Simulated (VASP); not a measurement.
# InAs in VASP: further runs

The runs below take InAs through single point, with PBE.

Program: VASP 6.6.1. These are calculated values, not measurements. Logs are shortened: lines on timing, memory, paths and dates and some standing lists are left out, and cuts for length are marked.

## (1) The cell of the first run

The cell holds a slab with vacuum, 8 atoms: a = 4.375 Å, b = 6.187 Å, c = 22.562 Å, α = 90.00°, β = 90.00°, γ = 90.00°.

## (2) Single point, PBE

File INCAR:

```
PREC     = Accurate       # precision mode
ENCUT    = 520            # plane-wave cutoff, eV
EDIFF    = 1E-6           # SCF threshold, eV
ISMEAR   = -1             # smearing method
SIGMA    = 0.02           # smearing width, eV
LREAL    = False          # projectors in reciprocal space
LASPH    = True           # aspherical terms in the spheres
NELM     = 60             # most SCF steps
ALGO     = Normal         # electronic algorithm
ISIF     = 2              # what is computed and relaxed
LWAVE    = False          # write WAVECAR
LCHARG   = False          # write CHGCAR
LDIPOL   = True         
IDIPOL   = 3            
DIPOL    = 0.5 0.5 0.500
GGA      = PE             # functional
NBANDS   = 46             # bands
```

File KPOINTS:

```
Automatic mesh
0
Gamma
  6 4 1
```

File POSCAR:

```
InAs
1.0
    4.3748353788      0.0000000000      0.0000000000
    0.0000000000      6.1869515259      0.0000000000
    0.0000000000      0.0000000000     22.5623000000
In As
4 4
Direct
    0.0000000000      0.8750000000      0.3545748202
    0.5000000000      0.3750000000      0.4515249397
    0.0000000000      0.8750000000      0.5484750597
    0.5000000000      0.3750000000      0.6454251798
    0.5000000000      0.6250000000      0.3545748202
    0.0000000000      0.1250000000      0.4515249397
    0.5000000000      0.6250000000      0.5484750597
    0.0000000000      0.1250000000      0.6454251798
```

Potentials or basis: VASP PAW PBE potentials, release 64 (In_d, As).

Started as:

```
$ cat potpaw_PBE.64/In_d/POTCAR potpaw_PBE.64/As/POTCAR > POTCAR
$ mpirun -np 1 vasp_std > vasp.out
```

OUTCAR:

```text
PREC = Accurate
   ENCUT = 520
   EDIFF = 1E-6
   ISMEAR = -1
   LREAL = False
   LASPH = True
   NELM = 60
   ISIF = 2
   GGA = PE

 ion  position               nearest neighbor table
   1  0.000  0.875  0.355-   6 2.68   5 2.68   5 2.68
   2  0.500  0.375  0.452-   5 2.68   6 2.68   6 2.68   7 2.68
   3  0.000  0.875  0.548-   7 2.68   7 2.68   6 2.68   8 2.68
   4  0.500  0.375  0.645-   8 2.68   8 2.68   7 2.68
   5  0.500  0.625  0.355-   2 2.68   1 2.68   1 2.68
   6  0.000  0.125  0.452-   1 2.68   2 2.68   2 2.68   3 2.68
   7  0.500  0.625  0.548-   3 2.68   3 2.68   2 2.68   4 2.68
   8  0.000  0.125  0.645-   4 2.68   4 2.68   3 2.68

  LATTYP: Found a simple orthorhombic cell.
 ALAT       =     4.3748353788
 B/A-ratio  =     1.4142135624
 C/A-ratio  =     5.1572911999

  Lattice vectors:

 A1 = (   4.3748353788,   0.0000000000,   0.0000000000)
 A2 = (   0.0000000000,   6.1869515259,   0.0000000000)
 A3 = (   0.0000000000,   0.0000000000,  22.5623000000)

Analysis of symmetry for initial positions (statically):
=====================================================================
 Subroutine PRICEL returns:
 Original cell was already a primitive cell.

 Routine SETGRP: Setting up the symmetry group for a
 simple orthorhombic supercell.

 Subroutine GETGRP returns: Found  4 space group operations
 (whereof  2 operations were pure point group operations)
 out of a pool of  8 trial point group operations.

The static configuration has the point symmetry C_1h.
 The point group associated with its full space group is C_2v.

Analysis of symmetry for dynamics (positions and initial velocities):
=====================================================================
 Subroutine PRICEL returns:
 Original cell was already a primitive cell.

 Routine SETGRP: Setting up the symmetry group for a
 simple orthorhombic supercell.

 Subroutine GETGRP returns: Found  4 space group operations
 (whereof  2 operations were pure point group operations)
 out of a pool of  8 trial point group operations.

The dynamic configuration has the point symmetry C_1h.
 The point group associated with its full space group is C_2v.

 Subroutine INISYM returns: Found  4 space group operations
 (whereof  2 operations are pure point group operations),
 and found     1 'primitive' translations

----------------------------------------------------------------------------------------

                                     Primitive cell

  volume of cell :     610.6914

  direct lattice vectors                    reciprocal lattice vectors
     4.374835379  0.000000000  0.000000000     0.228580030  0.000000000  0.000000000
     0.000000000  6.186951526  0.000000000     0.000000000  0.161630489  0.000000000
     0.000000000  0.000000000 22.562300000     0.000000000  0.000000000  0.044321723

  length of vectors
     4.374835379  6.186951526 22.562300000     0.228580030  0.161630489  0.044321723

  position of ions in fractional coordinates (direct lattice)
     0.000000000  0.875000000  0.354574820
     0.500000000  0.375000000  0.451524940
     0.000000000  0.875000000  0.548475060
     0.500000000  0.375000000  0.645425180
     0.500000000  0.625000000  0.354574820
     0.000000000  0.125000000  0.451524940
     0.500000000  0.625000000  0.548475060
     0.000000000  0.125000000  0.645425180

  ion indices of the primitive-cell ions
   primitive index   ion index
                 1           1
                 2           2
                 3           3
                 4           4
                 5           5
                 6           6
                 7           7
                 8           8

----------------------------------------------------------------------------------------

 KPOINTS: Automatic mesh

Automatic generation of k-mesh.
 Grid dimensions read from file:
 generate k-points for:    6    4    1

 Generating k-lattice:

  Cartesian coordinates                     Fractional coordinates (reciprocal lattice)
     0.038096672  0.000000000  0.000000000     0.166666667  0.000000000  0.000000000
     0.000000000  0.040407622  0.000000000     0.000000000  0.250000000  0.000000000
     0.000000000  0.000000000  0.044321723     0.000000000  0.000000000  1.000000000

  Length of vectors
     0.038096672  0.040407622  0.044321723

  Shift w.r.t. Gamma in fractional coordinates (k-lattice)
     0.000000000  0.000000000  0.000000000

 Subroutine IBZKPT returns following result:
 ===========================================

 Found     12 irreducible k-points:

 Following reciprocal coordinates:
            Coordinates               Weight
  0.000000  0.000000  0.000000      1.000000
  0.166667  0.000000  0.000000      2.000000
  0.333333  0.000000  0.000000      2.000000
  0.500000  0.000000  0.000000      1.000000
  0.000000  0.250000  0.000000      2.000000
  0.166667  0.250000  0.000000      4.000000
  0.333333  0.250000  0.000000      4.000000
  0.500000  0.250000  0.000000      2.000000
  0.000000  0.500000  0.000000      1.000000
  0.166667  0.500000  0.000000      2.000000
  0.333333  0.500000  0.000000      2.000000
  0.500000  0.500000  0.000000      1.000000
   k-points           NKPTS =     12   k-points in BZ     NKDIM =     12   number of bands    NBANDS=     46
   number of dos      NEDOS =    301   number of ions     NIONS =      8
   total plane-waves  NPLWV = 290304
   dimension x,y,z NGX =    36 NGY =   48 NGZ =  168
   dimension x,y,z NGXF=    72 NGYF=   96 NGZF=  336
   ions per type =               4   4
   NGX,Y,Z   is equivalent  to a cutoff of  13.68, 12.90, 12.38 a.u.
   NGXF,Y,Z  is equivalent  to a cutoff of  27.36, 25.80, 24.76 a.u.
 SYSTEM =  unknown system
   PREC   = accura    normal or accurate (medium, high low for compatibility)
   ISTART =      0    job   : 0-new  1-cont  2-samecut
   ICHARG =      2    charge: 1-file 2-atom 10-const
   ISPIN  =      1    spin polarized calculation?
   LNONCOLLINEAR =      F non collinear calculations
   LSORBIT =      F    spin-orbit coupling
   LASPH  =      T    aspherical Exc in radial PAW
   ENCUT  =  520.0 eV  38.22 Ry    6.18 a.u.   8.13 11.50 41.95*2*pi/ulx,y,z
   NELM   =     60;   NELMIN=  2; NELMDL= -5     # of ELM steps
   EDIFF  = 0.1E-05   stopping-criterion for ELM
   LREAL  =      F    real-space projection
   EDIFFG = 0.1E-04   stopping-criterion for IOM
   NSW    =      0    number of steps for IOM
   IBRION =     -1    ionic relax: 0-MD 1-quasi-New 2-CG
   NFREE  =      0    steps in history (QN), initial steepest desc. (CG)
   ISIF   =      2    stress and relaxation
   ISYM   =      2    0-nonsym 1-usesym 2-fastsym
   POTIM  = 0.5000    time-step for ionic-motion
   TEBEG  =    0.0;   TEEND  =   0.0 temperature during run
   PSTRESS=    0.0 pullay stress
   NELECT =      72.0000    total number of electrons
   NUPDOWN=      -1.0000    fix difference up-down
   EMIN   =  10.00;   EMAX   =-10.00  energy-range for DOS
   EFERMI =   0.00;   METHOD = LEGACY
   ISMEAR =    -1;   SIGMA  =   0.02  broadening in eV -4-tet -1-fermi 0-gaus
   EFERMI_NEDOS =   21; number of points for ismear=-14 and -15
   IALGO  =     38    algorithm
   IMIX   =      4    mixing-type and parameters
     AMIX     =   0.40;   BMIX     =  1.00
     AMIX_MAG =   1.60;   BMIX_MAG =  1.00
  volume/ion in A,a.u.               =      76.34       515.14
  Fermi-wavevector in a.u.,A,eV,Ry     =   0.802746  1.516971  8.767620  0.644402
  Thomas-Fermi vector in A             =   1.910483
   LORBIT       =      0    0 simple, 1 ext, 2 COOP (PROOUT), +10 PAW based schemes
   GGA     = PE    functional components
   LHFCALC =     F    Hartree Fock is set to
   AEXX    =    0.0000 exact exchange contribution
   IVDW    =     0    specifies the selected vdW correction
   LEPSILON=     F    determine dielectric tensor
   LRPA    =     F    only Hartree local field effects (RPA)
 non-spin polarized calculation
  energy-cutoff  :      520.00
  volume of cell :      610.69
 maximum number of plane-waves:     16488
 NGX is ok and might be reduce to    36
   NGX = 17   NGY = 23   NGZ = 83

 number of electron      71.9999978 magnetization

 dipolmoment           0.000000      0.000000      0.000000 electrons x Angstroem

 Free energy of the ion-electron system (eV)
  ---------------------------------------------------
  ext. energy  EPLUGINS =         0.00000000
  ---------------------------------------------------
  free energy    TOTEN  =       -28.26748192 eV

  energy without entropy =      -28.26748159  energy(sigma->0) =      -28.26748175

 E-fermi :  -1.1241     XC(G=0):  -4.0548

 val. band max:       -1.3622085439   @ k =   0.0000   0.0000   0.0000
 cond. band min:      -0.8881173236   @ k =   0.0000   0.0000   0.0000
 fundamental gap:      0.4740912203
 Fermi energy:        -1.1240977844

 k-point     1 :       0.0000    0.0000    0.0000
  band No.  band energies     occupation
      1     -15.7607      2.00000
      2     -15.7456      2.00000
      3     -15.7316      2.00000
      4     -15.7297      2.00000
      5     -15.6649      2.00000
      6     -15.6646      2.00000
[... 38 lines left out ...]
     45       2.8744      0.00000
     46       3.1224      0.00000

 k-point     2 :       0.1667    0.0000    0.0000
  band No.  band energies     occupation
      1     -15.7574      2.00000
      2     -15.7458      2.00000
      3     -15.7300      2.00000
      4     -15.7279      2.00000
      5     -15.6791      2.00000
      6     -15.6761      2.00000
[... 482 lines left out ...]
 k-point    12 :       0.5000    0.5000    0.0000
  band No.  band energies     occupation
      1     -15.7453      2.00000
      2     -15.7453      2.00000
      3     -15.7285      2.00000
      4     -15.7285      2.00000
      5     -15.7007      2.00000
      6     -15.7007      2.00000
[... 38 lines left out ...]
     45       3.3722      0.00000
     46       3.3722      0.00000

------------------------ aborting loop because EDIFF is reached ----------------------------------------

 vacuum level on the upper side and lower side of the slab       (xc-potential included)        -0.093        -0.093

  FORCE on cell =-STRESS in cart. coord.  units (eV):
  Direction    XX          YY          ZZ          XY          YZ          ZX
  --------------------------------------------------------------------------------------
  -------------------------------------------------------------------------------------
  Total       -1.7182506     -1.6058756      0.6982379      0.0000000      0.0000000      0.0000000
  in kB       -4.5079106     -4.2130894      1.8318597      0.0000000      0.0000000      0.0000000
  external PRESSURE =      -2.2963801 kB  Pullay stress =       0.0000000 kB

 VOLUME and BASIS-vectors are now :
 -----------------------------------------------------------------------------
  energy-cutoff  :      520.00
  volume of cell :      610.69
      direct lattice vectors                 reciprocal lattice vectors
     4.374835379  0.000000000  0.000000000     0.228580030  0.000000000  0.000000000
     0.000000000  6.186951526  0.000000000     0.000000000  0.161630489  0.000000000
     0.000000000  0.000000000 22.562300000     0.000000000  0.000000000  0.044321723

 POSITION                                       TOTAL-FORCE (eV/Angst)
 -----------------------------------------------------------------------------------
      0.00000      5.41358      8.00002         0.000000     -0.698470      0.939196
      2.18742      2.32011     10.18744         0.000000      0.075055     -0.037082
      0.00000      5.41358     12.37486         0.000000      0.075055      0.037082
      2.18742      2.32011     14.56228         0.000000     -0.698470     -0.939196
      2.18742      3.86684      8.00002         0.000000      0.133889     -0.900369
      0.00000      0.77337     10.18744         0.000000      0.489525     -0.420885
      2.18742      3.86684     12.37486         0.000000      0.489525      0.420885
      0.00000      0.77337     14.56228         0.000000      0.133889      0.900369
 -----------------------------------------------------------------------------------
    total drift:                                0.000000     -0.000207      0.000017

  FREE ENERGIE OF THE ION-ELECTRON SYSTEM (eV)
  ---------------------------------------------------
  free  energy   TOTEN  =       -28.2674819158 eV

  energy  without entropy=      -28.2674815879  energy(sigma->0) =      -28.26748175

 vacuum level on the upper side and lower side of the slab         3.175         3.175
```

Run time: 16 min. Hardware: 1 thread of Intel Xeon 8259CL, shared host; peak memory 0.74 GiB.

Results:

| Property | Result |
| --- | --- |
| Free energy | -28.2675 eV |
| Largest force | 1.170 eV/Å |
| Band gap on the k mesh | 0.47 eV |

Forces in eV/Å, atoms in the order of the input:
```
In   0.000 -0.698  0.939
In   0.000  0.075 -0.037
In   0.000  0.075  0.037
In   0.000 -0.698 -0.939
As   0.000  0.134 -0.900
As   0.000  0.490 -0.421
As   0.000  0.490  0.421
As   0.000  0.134  0.900
```

Levels at points of the mesh, in eV from the valence-band top:
| k point | band 34 | band 35 | band 36 | band 37 | band 38 | band 39 |
| --- | --- | --- | --- | --- | --- | --- |
| (0.00, 0.00, 0.00) | -0.34 | -0.29 | 0.00 | 0.47 | 1.22 | 2.12 |
| (0.50, 0.00, 0.00) | -1.60 | -0.30 | -0.30 | 0.87 | 0.87 | 2.38 |
| (0.00, 0.50, 0.00) | -0.66 | -0.32 | -0.32 | 0.64 | 0.64 | 1.98 |
| (0.50, 0.50, 0.00) | -1.13 | -0.57 | -0.57 | 0.75 | 0.75 | 2.72 |

Caveat: spin-orbit coupling is left out, which moves the levels of the heavy elements.

## (3) Single point, PBE

File INCAR:

```
PREC = Accurate
ENCUT = 520
EDIFF = 1E-7
ISMEAR = -1
SIGMA = 0.02
LREAL = False
LASPH = True
NELM = 80
ALGO = Normal
ISIF = 2
LWAVE = False
LCHARG = False
LDIPOL = True
IDIPOL = 3
DIPOL = 0.5 0.5 0.500
GGA = PE
NBANDS = 46
```

KPOINTS is that of step 2.

File POSCAR:

```
InAs
1.0
    4.3748353788      0.0000000000      0.0000000000
    0.0000000000      6.1869515259      0.0000000000
    0.0000000000      0.0000000000     22.5623000000
In As
4 4
Direct
    0.0000000000      0.8287722982      0.3776947580
    0.5000000000      0.4000470234      0.4445497831
    0.0000000000      0.9000403013      0.5554501274
    0.5000000000      0.3287660015      0.6223049045
    0.5000000000      0.6220295283      0.3423548659
    0.0000000000      0.1491641340      0.4553130210
    0.5000000000      0.6491575505      0.5446874879
    0.0000000000      0.1220231628      0.6576450511
```

Potentials or basis: VASP PAW PBE potentials, release 64 (In_d, As).

Started as:

```
$ cat potpaw_PBE.64/In_d/POTCAR potpaw_PBE.64/As/POTCAR > POTCAR
$ mpirun -np 1 vasp_std > vasp.out
```

Wall time 18 min (1 thread of Intel Xeon 8259CL, shared host); peak memory 0.74 GiB.

Results (log left out):

```yaml
Free_energy: -29.3875 eV
Largest_force: 0.019 eV/Å
Band_gap_on_the_k_mesh: 0.78 eV
```

Forces on the atoms (eV/Å):
```
In   0.000  0.004  0.004
In   0.000 -0.002  0.001
In   0.000 -0.002 -0.001
In   0.000  0.004 -0.004
As   0.000 -0.005 -0.018
As   0.000  0.003 -0.002
As   0.000  0.003  0.002
As   0.000 -0.005  0.018
```

Levels at points of the mesh, in eV from the valence-band top:
```tsv
k point	band 33	band 34	band 35	band 36	band 37	band 38	band 39	band 40
(0.00, 0.00, 0.00)	-0.60	-0.54	-0.40	0.00	0.78	1.56	1.75	2.03
(0.50, 0.00, 0.00)	-1.40	-1.40	-0.88	-0.88	1.30	1.30	2.15	2.15
(0.00, 0.50, 0.00)	-0.78	-0.78	-0.71	-0.71	1.22	1.22	1.87	1.87
(0.50, 0.50, 0.00)	-1.19	-1.19	-0.79	-0.79	1.41	1.41	2.79	2.79
```

Caveat: spin-orbit coupling is left out, which moves the levels of the heavy elements.
